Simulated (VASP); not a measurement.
## ZnS (Wurtzite-2H): single point with BLYP

The system is ZnS (Wurtzite-2H).

```
Zn S
1.0
     3.81100    0.00000    0.00000
    -1.90550    3.30042    0.00000
     0.00000    0.00000    6.23400
Zn S
2 2
Cartesian
  0.0000 2.2003 0.0000
  1.9055 1.1001 3.1170
  0.0000 2.2003 2.4001
  1.9055 1.1001 5.5171
```

| Item | Value |
| --- | --- |
| Program | VASP 6.6.1 |
| Task | single point |
| Functional | BLYP |
| Potentials or basis | VASP PAW PBE potentials, release 64 (Zn, S) |
| Cutoff | 520 eV |
| k mesh | 6 × 6 × 4 |
| Occupations | gaussian, width 0.01 eV |
| Spin | no spin polarisation |

| Quantity | Value |
| --- | --- |
| Pressure | 6.4 GPa |
| Largest force | 0.344 eV/Å |
| Band gap on the k mesh | 2.26 eV, direct |

Forces in eV/Å, atoms in the order of the input:
```
Zn   0.000  0.000  0.344
Zn   0.000  0.000  0.344
S    0.000  0.000 -0.344
S    0.000  0.000 -0.344
```

Stress tensor (GPa, compression positive):
```
7.05 0.00 0.00
0.00 7.05 0.00
0.00 0.00 4.99
```

Levels at points of the mesh, in eV from the valence-band top:
| k point | band 15 | band 16 | band 17 | band 18 | band 19 | band 20 | band 21 | band 22 |
| --- | --- | --- | --- | --- | --- | --- | --- | --- |
| (0.00, 0.00, 0.00) | -0.85 | -0.01 | -0.01 | 0.00 | 2.26 | 3.01 | 6.35 | 6.35 |
| (0.50, 0.00, 0.00) | -3.11 | -2.22 | -1.52 | -0.97 | 3.69 | 4.28 | 5.30 | 7.22 |
| (0.00, 0.00, 0.50) | -0.45 | -0.45 | -0.45 | -0.45 | 3.52 | 3.52 | 6.80 | 6.80 |
| (0.50, 0.00, 0.50) | -1.64 | -1.64 | -1.51 | -1.51 | 3.68 | 3.68 | 5.24 | 5.24 |

Wall time 76 s on 1 thread of AMD EPYC 7R13, on a shared host, peak memory 0.17 GiB.

Caveat: the PAW data sets were made with another functional, which shifts forces and pressure a little.
